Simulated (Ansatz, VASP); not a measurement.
## BP: VASP beside Ansatz

INCAR

```
PREC = Accurate
ENCUT = 520
EDIFF = 1E-7
ISMEAR = -1
SIGMA = 0.05
LREAL = False
LASPH = True
NELM = 60
ALGO = Normal
ISIF = 2
LWAVE = False
LCHARG = False
GGA = PE
NBANDS = 11
```

File KPOINTS:

```
Automatic mesh
0
Gamma
  16 16 16
```

File POSCAR:

```
BP
1.0
    0.0000000000      2.1379820678      2.1379820678
    2.1379820678      0.0000000000      2.1379820678
    2.1379820678      2.1379820678      0.0000000000
B P
1 1
Direct
    0.0000000000      0.0000000000      0.0000000000
    0.5000000000      0.5000000000      0.5000000000
```

Input for Ansatz:

```yaml
crystal:
  lattice:
    - [0.0, 2.1379820678, 2.1379820678]
    - [2.1379820678, 0.0, 2.1379820678]
    - [2.1379820678, 2.1379820678, 0.0]
  atoms:
    - { symbol: B, position: [0.0, 0.0, 0.0] }
    - { symbol: P, position: [0.5, 0.5, 0.5] }
kpoints:
  mp_grid: { grid: [16, 16, 16] }
scf:
  occupations: { method: fermi_dirac, width: 0.05 }
hamiltonian:
  xc: pbe
  pseudopotentials: { kind: all_electron, lapw: { basis_error: 0.0005 } }
output:
  forces: true
  stress: true
  eigenvalues: true
```

Change from the starting cell: volume scaled by 0.97.

Alike in both runs: task single point; functional PBE; k mesh 16 × 16 × 16; occupations fermi-dirac, width 0.05 eV; no spin polarisation.

|  | VASP | Ansatz |
| --- | --- | --- |
| version | VASP 6.6.1 | Ansatz 0.2.0 |
| potentials or method | VASP PAW PBE potentials, release 64 (B, P), cutoff 520 eV | all-electron LAPW, scalar-relativistic |

|  | VASP | Ansatz | Ansatz less VASP |
| --- | --- | --- | --- |
| pressure (GPa) | 5.0 | 5.3 | +0.30 |

Ansatz ran all-electron here, and VASP with PAW potentials.
